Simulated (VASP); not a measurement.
# Ti2O (P1) in VASP: notebook

The runs below take Ti2O through single point, with LDA.

Everything below comes from runs of VASP 6.6.1. Logs are shortened: lines on timing, memory, paths and dates and some standing lists are left out, and cuts for length are marked.

## (1) The cell of the first run

The typed cell holds 3 atoms: a = 2.919 Å, b = 2.919 Å, c = 4.713 Å, α = 90.00°, β = 90.00°, γ = 120.00°.

## (2) Single point, LDA

Contents of INCAR:

```
SYSTEM = Ti2O
ALGO = Normal
EDIFF = 1E-6
ENCUT = 520
ISIF = 2
ISMEAR = 1
LASPH = .TRUE.
LCHARG = .TRUE.
LELF = .TRUE.
LREAL = .FALSE.
LVHAR = .TRUE.
LWAVE = .FALSE.
NBANDS = 22
NELM = 80
PREC = Accurate
SIGMA = 0.1
```

Contents of KPOINTS:

```
k-points
0
G
  7 7 4
  0 0 0
```

Contents of POSCAR:

```
Ti2O
1.0
    2.9194000000      0.0000000000      0.0000000000
   -1.4597000000      2.5282750000      0.0000000000
    0.0000000000      0.0000000000      4.7130000000
Ti O
2 1
Direct
    0.6650750614      0.3315740935      0.2875818994
    0.3220106014      0.6784594927      0.7067380075
   -0.0046762233     -0.0037111674      0.0095747426
```

Potentials or basis: VASP PAW LDA potentials, release 64 (Ti_sv, O).

Launch:

```bash
cat potpaw_LDA.64/Ti_sv/POTCAR potpaw_LDA.64/O/POTCAR > POTCAR
mpirun -np 1 vasp_std > vasp.out
```

OUTCAR:

```text
SYSTEM = Ti2O
   EDIFF = 1E-6
   ENCUT = 520
   ISIF = 2
   ISMEAR = 1
   LASPH = .TRUE.
   LREAL = .FALSE.
   NELM = 80
   PREC = Accurate

 ion  position               nearest neighbor table
   1  0.665  0.332  0.288-   3 2.13   3 2.13   3 2.14   2 2.58   2 2.58   2 2.64
   2  0.322  0.678  0.707-   3 2.17   3 2.22   3 2.24   1 2.58   1 2.58   1 2.64
   3  0.995  0.996  0.010-   1 2.13   1 2.13   1 2.14   2 2.17   2 2.22   2 2.24

  LATTYP: Found a hexagonal cell.
 ALAT       =     2.9194000000
 C/A-ratio  =     1.6143728163

  Lattice vectors:

 A1 = (   2.9194000000,   0.0000000000,   0.0000000000)
 A2 = (  -1.4597000000,   2.5282750000,   0.0000000000)
 A3 = (   0.0000000000,   0.0000000000,   4.7130000000)

Analysis of symmetry for initial positions (statically):
=====================================================================
 Subroutine PRICEL returns:
 Original cell was already a primitive cell.

 Routine SETGRP: Setting up the symmetry group for a
 hexagonal supercell.

 Subroutine GETGRP returns: Found  1 space group operations
 (whereof  1 operations were pure point group operations)
 out of a pool of 24 trial point group operations.

The static configuration has the point symmetry C_1 .

Analysis of symmetry for dynamics (positions and initial velocities):
=====================================================================
 Subroutine PRICEL returns:
 Original cell was already a primitive cell.

 Routine SETGRP: Setting up the symmetry group for a
 hexagonal supercell.

 Subroutine GETGRP returns: Found  1 space group operations
 (whereof  1 operations were pure point group operations)
 out of a pool of 24 trial point group operations.

The dynamic configuration has the point symmetry C_1 .

 Subroutine INISYM returns: Found  1 space group operations
 (whereof  1 operations are pure point group operations),
 and found     1 'primitive' translations

----------------------------------------------------------------------------------------

                                     Primitive cell

  volume of cell :      34.7869

  direct lattice vectors                    reciprocal lattice vectors
     2.919400000  0.000000000  0.000000000     0.342536138  0.197763297  0.000000000
    -1.459700000  2.528275000  0.000000000     0.000000000  0.395526594  0.000000000
     0.000000000  0.000000000  4.713000000     0.000000000  0.000000000  0.212179079

  length of vectors
     2.919400000  2.919400378  4.713000000     0.395526645  0.395526594  0.212179079

  position of ions in fractional coordinates (direct lattice)
     0.665075061  0.331574094  0.287581899
     0.322010601  0.678459493  0.706738008
[... 77 lines left out ...]
   ENCUT  =  520.0 eV  38.22 Ry    6.18 a.u.   5.43  5.43  8.76*2*pi/ulx,y,z
   NELM   =     80;   NELMIN=  2; NELMDL= -5     # of ELM steps
   EDIFF  = 0.1E-05   stopping-criterion for ELM
   LREAL  =      F    real-space projection
   EDIFFG = 0.1E-04   stopping-criterion for IOM
   NSW    =      0    number of steps for IOM
   IBRION =     -1    ionic relax: 0-MD 1-quasi-New 2-CG
   NFREE  =      0    steps in history (QN), initial steepest desc. (CG)
   ISIF   =      2    stress and relaxation
   ISYM   =      2    0-nonsym 1-usesym 2-fastsym
   POTIM  = 0.5000    time-step for ionic-motion
   TEBEG  =    0.0;   TEEND  =   0.0 temperature during run
   PSTRESS=    0.0 pullay stress
   NELECT =      30.0000    total number of electrons
   NUPDOWN=      -1.0000    fix difference up-down
   EMIN   =  10.00;   EMAX   =-10.00  energy-range for DOS
   EFERMI =   0.00;   METHOD = LEGACY
   ISMEAR =     1;   SIGMA  =   0.10  broadening in eV -4-tet -1-fermi 0-gaus
   EFERMI_NEDOS =   21; number of points for ismear=-14 and -15
   IALGO  =     38    algorithm
   IMIX   =      4    mixing-type and parameters
     AMIX     =   0.40;   BMIX     =  1.00
     AMIX_MAG =   1.60;   BMIX_MAG =  1.00
  volume/ion in A,a.u.               =      11.60        78.25
  Fermi-wavevector in a.u.,A,eV,Ry     =   1.558273  2.944708 33.037855  2.428214
  Thomas-Fermi vector in A             =   2.661801
   LORBIT       =      0    0 simple, 1 ext, 2 COOP (PROOUT), +10 PAW based schemes
   GGA     = CA    functional components
   LHFCALC =     F    Hartree Fock is set to
   AEXX    =    0.0000 exact exchange contribution
   IVDW    =     0    specifies the selected vdW correction
   LEPSILON=     F    determine dielectric tensor
   LRPA    =     F    only Hartree local field effects (RPA)
 non-spin polarized calculation
 Methfessel and Paxton  Order N= 1 SIGMA  =   0.10
  energy-cutoff  :      520.00
  volume of cell :       34.79
 maximum number of plane-waves:       966
 NGX is ok and might be reduce to    24
   NGX = 11   NGY = 11   NGZ = 17

 number of electron      29.9999996 magnetization

 Free energy of the ion-electron system (eV)
  ---------------------------------------------------
  ext. energy  EPLUGINS =         0.00000000
  ---------------------------------------------------
  free energy    TOTEN  =       -28.38901326 eV

  energy without entropy =      -28.38855890  energy(sigma->0) =      -28.38886181

 E-fermi :  10.1573     XC(G=0): -12.8844

 val. band max:       10.1511684796   @ k =   0.0000  -0.1429   0.2500
 cond. band min:      10.1718160477   @ k =  -0.4286   0.4286   0.5000
 fundamental gap:      0.0206475682
 Fermi energy:        10.1572808710

 k-point     1 :       0.0000    0.0000    0.0000
  band No.  band energies     occupation
      1     -46.3439      2.00000
      2     -46.0967      2.00000
      3     -23.4918      2.00000
      4     -22.6683      2.00000
      5     -22.6409      2.00000
      6     -22.5120      2.00000
[... 589 lines left out ...]
     21      13.5040      0.00000
     22      14.6373      0.00000

 [... further k-points ...]
[... 5 lines left out ...]
  --------------------------------------------------------------------------------------
  -------------------------------------------------------------------------------------
  Total       -0.7679147     -0.5802223      1.3570455      0.1112854     -0.0643005      0.0571552
  in kB      -35.3678135    -26.7232710     62.5013827      5.1254683     -2.9614857      2.6323964
  external PRESSURE =       0.1367661 kB  Pullay stress =       0.0000000 kB

 VOLUME and BASIS-vectors are now :
 -----------------------------------------------------------------------------
  energy-cutoff  :      520.00
  volume of cell :       34.79
      direct lattice vectors                 reciprocal lattice vectors
     2.919400000  0.000000000  0.000000000     0.342536138  0.197763297  0.000000000
    -1.459700000  2.528275000  0.000000000     0.000000000  0.395526594  0.000000000
     0.000000000  0.000000000  4.713000000     0.000000000  0.000000000  0.212179079

 POSITION                                       TOTAL-FORCE (eV/Angst)
 -----------------------------------------------------------------------------------
      1.45762      0.83831      1.35537        -0.079610      0.031610     -2.380807
     -0.05027      1.71533      3.33086         0.172586     -0.143298      2.996708
      1.45147      2.51889      0.04513        -0.092976      0.111688     -0.615901
 -----------------------------------------------------------------------------------
    total drift:                               -0.000144     -0.000161     -0.000564

  FREE ENERGIE OF THE ION-ELECTRON SYSTEM (eV)
  ---------------------------------------------------
  free  energy   TOTEN  =       -28.3890132634 eV

  energy  without entropy=      -28.3885589041  energy(sigma->0) =      -28.38886181
```

OSZICAR:

```text
N       E                     dE             d eps       ncg     rms          rms(c)
DAV:   1     0.341832266603E+03    0.34183E+03   -0.15317E+04  4364   0.172E+03
DAV:   2     0.901468550628E+01   -0.33282E+03   -0.31809E+03  4626   0.481E+02
DAV:   3    -0.295653007732E+02   -0.38580E+02   -0.37471E+02  6980   0.144E+02
DAV:   4    -0.322698990320E+02   -0.27046E+01   -0.26847E+01  5556   0.344E+01
DAV:   5    -0.323782551303E+02   -0.10836E+00   -0.10833E+00  6068   0.600E+00    0.171E+01
DAV:   6    -0.286606796148E+02    0.37176E+01   -0.19519E+01  5866   0.421E+01    0.580E+00
DAV:   7    -0.284292115556E+02    0.23147E+00   -0.20537E+00  5692   0.149E+01    0.347E+00
DAV:   8    -0.284849303447E+02   -0.55719E-01   -0.71852E-01  6056   0.143E+01    0.295E+00
DAV:   9    -0.283849792842E+02    0.99951E-01   -0.30369E-01  6178   0.831E+00    0.968E-01
DAV:  10    -0.283881520258E+02   -0.31727E-02   -0.44316E-02  5730   0.259E+00    0.262E-01
DAV:  11    -0.283889335688E+02   -0.78154E-03   -0.50829E-03  6640   0.703E-01    0.875E-02
DAV:  12    -0.283890228037E+02   -0.89235E-04   -0.52950E-04  6622   0.279E-01    0.344E-02
DAV:  13    -0.283890149269E+02    0.78768E-05   -0.67757E-05  5850   0.909E-02    0.137E-02
DAV:  14    -0.283890133616E+02    0.15653E-05   -0.94325E-06  5958   0.381E-02    0.438E-03
DAV:  15    -0.283890132634E+02    0.98187E-07   -0.15037E-06  2778   0.139E-02
   1 F= -.28389013E+02 E0= -.28388862E+02  d E =-.454359E-03
```

Run time: 100 s. Hardware: 1 thread of Intel Xeon 8259CL, shared host; peak memory 0.19 GiB.

What came out:

* Free energy: -28.3890 eV
* Pressure: 0.0 GPa
* Largest force: 3.005 eV/Å
* Band gap on the k mesh: zero (bands 15 and 16 overlap by 0.35 eV)

Forces in eV/Å, atoms in the order of the input:
```
Ti  -0.080  0.032 -2.381
Ti   0.173 -0.143  2.997
O   -0.093  0.112 -0.616
```

Levels at points of the mesh, in eV from the Fermi level:
| k point | band 13 | band 14 | band 15 | band 16 | band 17 | band 18 |
| --- | --- | --- | --- | --- | --- | --- |
| (0.00, 0.00, 0.00) | -3.69 | -0.78 | 0.17 | 0.21 | 0.60 | 0.65 |
| (0.00, 0.00, 0.50) | -2.36 | -1.34 | -0.04 | -0.03 | 1.51 | 1.63 |

Caveat: forces of over 1 eV/Å act on the atoms, so gaps and moduli don't describe the material at rest.

## (3) Single point, LDA

Contents of INCAR:

```
  PREC = Accurate
  ENCUT = 520
  EDIFF = 1E-6
  ISMEAR = 1
  SIGMA = 0.1
  LREAL = False
  LASPH = True
  NELM = 80
  ALGO = Normal
  ISIF = 2
  LWAVE = False
  LCHARG = True
  LELF = True
  LVHAR = True
  NBANDS = 22
```

Contents of KPOINTS:

```
regular mesh
0
Gamma
  7 7 4
```

Contents of POSCAR:

```
Ti2O
1.0
    2.9194000000      0.0000000000      0.0000000000
   -1.4597000000      2.5282750000      0.0000000000
    0.0000000000      0.0000000000      4.7130000000
Ti O
2 1
Direct
    0.6648050160      0.3317278142      0.2802311942
    0.3224180190      0.6776859912      0.7159269756
   -0.0048135909     -0.0030913887      0.0077364192
```

Potentials or basis: VASP PAW LDA potentials, release 64 (Ti_sv, O).

Launch:

```bash
cat potpaw_LDA.64/Ti_sv/POTCAR potpaw_LDA.64/O/POTCAR > POTCAR
mpirun -np 1 vasp_std > vasp.out
```

OUTCAR:

```text
PREC = Accurate
   ENCUT = 520
   EDIFF = 1E-6
   ISMEAR = 1
   LREAL = False
   LASPH = True
   NELM = 80
   ISIF = 2

 ion  position               nearest neighbor table
   1  0.665  0.332  0.280-   3 2.12   3 2.12   3 2.12   2 2.64   2 2.64   2 2.69
   2  0.322  0.678  0.716-   3 2.14   3 2.19   3 2.20   1 2.64   1 2.64   1 2.69
   3  0.995  0.997  0.008-   1 2.12   1 2.12   1 2.12   2 2.14   2 2.19   2 2.20

  LATTYP: Found a hexagonal cell.
 ALAT       =     2.9194000000
 C/A-ratio  =     1.6143728163

  Lattice vectors:

[... 195 lines left out ...]
      6     -22.5093      2.00000
[... 589 lines left out ...]
     21      13.4850      0.00000
     22      14.6056      0.00000

 [... further k-points ...]
[... 5 lines left out ...]
  --------------------------------------------------------------------------------------
  -------------------------------------------------------------------------------------
  Total       -0.5888558     -0.4697447      0.5461626      0.0602464     -0.0057416     -0.0157558
  in kB      -27.1209032    -21.6350088     25.1545849      2.7747664     -0.2644427     -0.7256630
  external PRESSURE =      -7.8671090 kB  Pullay stress =       0.0000000 kB

 VOLUME and BASIS-vectors are now :
 -----------------------------------------------------------------------------
  energy-cutoff  :      520.00
  volume of cell :       34.79
      direct lattice vectors                 reciprocal lattice vectors
     2.919400000  0.000000000  0.000000000     0.342536138  0.197763297  0.000000000
    -1.459700000  2.528275000  0.000000000     0.000000000  0.395526594  0.000000000
     0.000000000  0.000000000  4.713000000     0.000000000  0.000000000  0.212179079

 POSITION                                       TOTAL-FORCE (eV/Angst)
 -----------------------------------------------------------------------------------
      1.45661      0.83870      1.32073        -0.042782      0.000857     -1.493412
     -0.04795      1.71338      3.37416         0.154561     -0.131225      2.017361
      1.45016      2.52046      0.03646        -0.111780      0.130368     -0.523949
 -----------------------------------------------------------------------------------
    total drift:                               -0.000167     -0.000113     -0.000125

  FREE ENERGIE OF THE ION-ELECTRON SYSTEM (eV)
  ---------------------------------------------------
  free  energy   TOTEN  =       -28.5683736278 eV

  energy  without entropy=      -28.5668068783  energy(sigma->0) =      -28.56785138
```

OSZICAR:

```text
N       E                     dE             d eps       ncg     rms          rms(c)
DAV:   1     0.342420967738E+03    0.34242E+03   -0.15326E+04  4364   0.172E+03
DAV:   2     0.888085939442E+01   -0.33354E+03   -0.31885E+03  4578   0.481E+02
DAV:   3    -0.297290566288E+02   -0.38610E+02   -0.37561E+02  6848   0.144E+02
DAV:   4    -0.325449892465E+02   -0.28159E+01   -0.28007E+01  5678   0.352E+01
DAV:   5    -0.326534800834E+02   -0.10849E+00   -0.10847E+00  5926   0.604E+00    0.172E+01
DAV:   6    -0.288117739209E+02    0.38417E+01   -0.19962E+01  5776   0.431E+01    0.564E+00
DAV:   7    -0.286025720159E+02    0.20920E+00   -0.20532E+00  5638   0.140E+01    0.344E+00
DAV:   8    -0.286646832106E+02   -0.62111E-01   -0.78868E-01  6018   0.134E+01    0.294E+00
DAV:   9    -0.285654566076E+02    0.99227E-01   -0.36943E-01  6202   0.781E+00    0.972E-01
DAV:  10    -0.285676234312E+02   -0.21668E-02   -0.41597E-02  5920   0.250E+00    0.287E-01
DAV:  11    -0.285683244870E+02   -0.70106E-03   -0.58691E-03  6302   0.773E-01    0.768E-02
DAV:  12    -0.285683788672E+02   -0.54380E-04   -0.50701E-04  6746   0.287E-01    0.360E-02
DAV:  13    -0.285683761683E+02    0.26990E-05   -0.81580E-05  5460   0.102E-01    0.122E-02
DAV:  14    -0.285683738020E+02    0.23663E-05   -0.98980E-06  6224   0.438E-02    0.383E-03
DAV:  15    -0.285683736278E+02    0.17422E-06   -0.12306E-06  2422   0.147E-02
   1 F= -.28568374E+02 E0= -.28567851E+02  d E =-.156675E-02
```

It took 1.8 min on 1 thread of Intel Xeon 8259CL, shared host; peak memory 0.19 GiB.

Results:

```
Free energy            : -28.5684 eV
Pressure               : -0.8 GPa
Largest force          : 2.028 eV/Å
Band gap on the k mesh : zero (bands 15 and 16 overlap by 0.54 eV)
```

Forces in eV/Å, atoms in the order of the input:
```
Ti  -0.043  0.001 -1.493
Ti   0.155 -0.131  2.017
O   -0.112  0.130 -0.524
```

Caveat: forces of over 1 eV/Å act on the atoms, so gaps and moduli don't describe the material at rest.
